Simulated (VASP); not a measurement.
A run of VASP 6.6.1:

The input INCAR:

```
SYSTEM = Nb
PREC     = Accurate       ! precision mode
ENCUT    = 520            ! plane-wave cutoff, eV
EDIFF    = 1E-8           ! SCF threshold, eV
ISMEAR   = -1             ! smearing method
SIGMA    = 0.08           ! smearing width, eV
LREAL    = .False.        ! projectors in reciprocal space
LASPH    = .True.         ! aspherical terms in the spheres
NELM     = 80             ! most SCF steps
ALGO     = Normal         ! electronic algorithm
ISIF     = 2              ! what is computed and relaxed
LWAVE    = .False.        ! write WAVECAR
LCHARG   = .False.        ! write CHGCAR
GGA      = PS             ! functional
LEFG     = .True.       
NBANDS   = 12             ! bands
```

KPOINTS

```
regular mesh
0
Gamma
  13 13 13
  0 0 0
```

POSCAR

```
Nb
1.0
    0.0423000000      2.1361500000      2.1361500000
    2.1361500000      0.0423000000      2.1361500000
    2.1361500000      2.1361500000      0.0423000000
Nb
1
Direct
    0.0000000000      0.0000000000      0.0000000000
```

Potentials or basis: VASP PAW PBE potentials, release 64 (Nb_sv).

Launch:

```console
$ cat potpaw_PBE.64/Nb_sv/POTCAR > POTCAR
$ mpirun -np 1 vasp_std > vasp.out
```

Hardware: 1 thread of Intel(R) Xeon(R) 6975P-C (Granite Rapids), with other jobs on the host.

Q: Estimate the wall time of this run.

A: It took 18 s on 1 thread of Intel(R) Xeon(R) 6975P-C (Granite Rapids) (shared host), peak memory 0.17 GiB. Counts: scf iterations 14, k points 231.
